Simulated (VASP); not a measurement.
## Ta4H3: single point with PBE

Crystal: Ta4H3.

```
Ta H
1.0
     4.89162    0.00000    0.00000
     0.00000    4.89162    0.00000
     0.00000    0.00000    4.89162
Ta H
4 3
Direct
  0.50000 0.50000 0.50000
  0.00000 0.50000 0.50000
  0.50000 0.00000 0.50000
  0.50000 0.50000 0.00000
  0.50000 0.00000 0.00000
  0.00000 0.50000 0.00000
  0.00000 0.00000 0.50000
```

The cell was generated, and may not be a known phase.

* Program: VASP 6.6.1
* Task: single point
* Functional: PBE
* Potentials or basis: VASP PAW PBE potentials, release 64 (Ta_pv, H)
* Cutoff: 500 eV
* k mesh: 4 × 4 × 4
* Occupations: gaussian, width 0.2 eV
* Spin: no spin polarisation
* Dipole correction: no
* Further INCAR settings: ALGO = Normal; EDIFF = 1e-06; NBANDS = 32

The pressure is -0.2 GPa. The band gap on the k mesh is zero (an odd number of electrons rules out a gap without spin polarisation).

Levels at points of the mesh, in eV from the Fermi level:
```tsv
k point	band 19	band 20	band 21	band 22	band 23	band 24	band 25	band 26	band 27	band 28
(0.00, 0.00, 0.00)	-4.06	-3.43	-3.43	1.01	1.01	1.01	1.32	1.32	1.32	2.70
(0.50, 0.00, 0.00)	-3.20	-3.20	-1.14	-0.67	-0.67	0.49	0.53	0.60	0.80	0.80
(0.50, 0.50, 0.00)	-1.92	-1.92	-1.36	-1.32	-0.66	-0.41	-0.06	0.84	0.84	0.85
(0.50, 0.50, 0.50)	-2.00	-0.98	-0.70	-0.70	-0.70	0.45	0.45	0.45	0.88	0.88
```

Run time: 110 s on 1 thread of Intel Xeon 8259CL (shared host), peak memory 0.18 GiB.

Caveat: spin-orbit coupling is left out, which moves the levels of the heavy elements; an odd number of electrons without spin polarisation forces a metal; a magnetic or distorted state may lie lower.
